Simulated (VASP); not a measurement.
Set up this calculation in VASP 6.6.1, as the native input.

```yaml
Task: relaxation of cell and atoms
Functional: PBE
Potentials_or_basis: VASP PAW PBE potentials, release 64 (Zn, O)
Cutoff: 600 eV
k_mesh: 12 × 12 × 12
Occupations: gaussian, width 0.02 eV
Spin: no spin polarisation
Dipole_correction: no
Further_INCAR_settings: ALGO = Normal; EDIFF = 1e-06; IBRION = 2; EDIFFG = -0.01; NSW = 100; ISIF = 3
```

The structure of ZnO lies in POSCAR:

```
ZnO
1.0
    0.0000000000      2.1647222426      2.1647222426
    2.1647222426      0.0000000000      2.1647222426
    2.1647222426      2.1647222426      0.0000000000
Zn O
1 1
Direct
    0.5000000000      0.5000000000      0.5000000000
    0.0000000000      0.0000000000      0.0000000000
```

The input as run:

INCAR

```
PREC = Accurate
ENCUT = 600
EDIFF = 1E-6
ISMEAR = 0
SIGMA = 0.02
LREAL = False
LASPH = True
NELM = 100
ALGO = Normal
ISIF = 3
LWAVE = False
LCHARG = False
GGA = PE
IBRION = 2
NSW = 100
EDIFFG = -0.01
```

KPOINTS

```
Automatic mesh
0
Gamma
  12 12 12
```

Potentials or basis: VASP PAW PBE potentials, release 64 (Zn, O).

Command:

```sh
$ cat potpaw_PBE.64/Zn/POTCAR potpaw_PBE.64/O/POTCAR > POTCAR
$ mpirun -np 1 vasp_std > vasp.out
```

Results of the run:

```yaml
Relaxed_volume: 10.19 Å³/atom
Relaxed_cell: a = 3.066 Å, b = 3.066 Å, c = 3.066 Å, α = 60.00°, β = 60.00°, γ = 60.00°
Space_group_after_relaxing_to_0.05_Å: Fm-3m (No. 225)
Energy_gained_by_relaxing: 0.1 meV/atom
Ionic_steps: 3
Pressure_after_relaxing: 0.0 GPa
Band_gap_on_the_k_mesh: 0.70 eV, indirect (least direct gap 1.93 eV)
```

Wall time 20 s on 1 thread of AMD EPYC 9R45 96-Core Processor (Zen 5), with other jobs on the host, peak memory 0.13 GiB.
